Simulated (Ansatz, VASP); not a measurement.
Two plane-wave programs on Hf2Ge3

```
Hf Ge
1.0
     4.69761    0.00000    0.00000
    -2.34881    4.06825    0.00000
     0.00000    0.00000    5.56679
Hf Ge
2 3
Cartesian
  0.0000 2.7122 0.6936
  2.3488 1.3561 4.8732
  0.0000 0.0000 0.0000
  0.0000 2.7122 3.4305
  2.3488 1.3561 2.1363
```

Change from the starting cell: species swapped into the Al3Pd2 type (P-3m1, No. 164).

Alike in both runs: functional PBE; k mesh 6 × 6 × 4; occupations gaussian, width 0.1 eV; no spin polarisation.

Ansatz relaxed the structure, and its values are those at the end. VASP's run is a single point on that final structure, the one shown.

|  | VASP | Ansatz |
| --- | --- | --- |
| version | VASP 6.6.1 | Ansatz 0.2.0 |
| potentials or method | VASP PAW PBE potentials, release 64 (Hf_pv, Ge_d), cutoff 520 eV | scalar-relativistic, plane waves, PAW |
| valence electrons in the cell | 62 | 94 |

Ansatz gave:

```
gap on the k mesh at the Fermi level (eV) : none
pressure (GPa)                            : 0.1
rms of the force components (eV/Å)        : 0.003
```

**Question.** Estimate VASP's values.

**Answer.** gap on the k mesh at the Fermi level (eV): none; pressure (GPa): -0.2; rms of the force components (eV/Å): 0.006.

A gap of «none» marks a metal or a gap that the smearing closes. VASP's potentials hold 62 valence electrons a cell and Ansatz's 94, so a difference there can come from the potentials and not from the codes.

Spin-orbit coupling is off throughout.
